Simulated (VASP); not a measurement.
Wanted: the native input for a VASP 6.6.1 run.

- Task: single point
- Functional: LDA
- Potentials or basis: VASP PAW LDA potentials, release 64 (La)
- Cutoff: 520 eV
- k mesh: 11 × 11 × 11
- Occupations: fermi-dirac, width 0.05 eV
- Spin: no spin polarisation
- Dipole correction: no
- Further INCAR settings: ALGO = Normal; EDIFF = 1e-07; NBANDS = 18

The structure of La lies in POSCAR:

```
La
1.0
    0.0000000000      2.9717164314      2.9717164314
    2.9717164314      0.0000000000      2.9717164314
    2.9717164314      2.9717164314      0.0000000000
La
2
Direct
   -0.1250000000     -0.1250000000     -0.1250000000
    0.1250000000      0.1250000000      0.1250000000
```

This cell differs from its parent crystal: volume scaled by 0.76.

One way to write it, as run:

INCAR

```
SYSTEM = La
PREC = Accurate ; ENCUT = 520
EDIFF = 1E-7 ; ISMEAR = -1
SIGMA = 0.05 ; LREAL = .False.
LASPH = .True. ; NELM = 60
ALGO = Normal ; ISIF = 2
LWAVE = .False. ; LCHARG = .False.
GGA = CA ; NBANDS = 18
```

KPOINTS

```
regular mesh
0
Gamma
  11 11 11
  0 0 0
```

Potentials or basis: VASP PAW LDA potentials, release 64 (La).

The run is started by

```bash
$ cat potpaw_LDA.64/La/POTCAR > POTCAR
$ mpirun -np 1 vasp_std > vasp.out
```

It gave:

- Pressure: 33.3 GPa
- Band gap on the k mesh: zero (band 11 reaches 10.84 eV, above the bottom of band 12 at 10.63 eV)

Caveat: spin-orbit coupling is left out, which moves the levels of the heavy elements.

It took 48 s on 1 thread of Intel(R) Xeon(R) Platinum 8124M CPU @ 3.00GHz (Skylake/Cascade Lake), with other jobs on the host, peak memory 0.19 GiB.
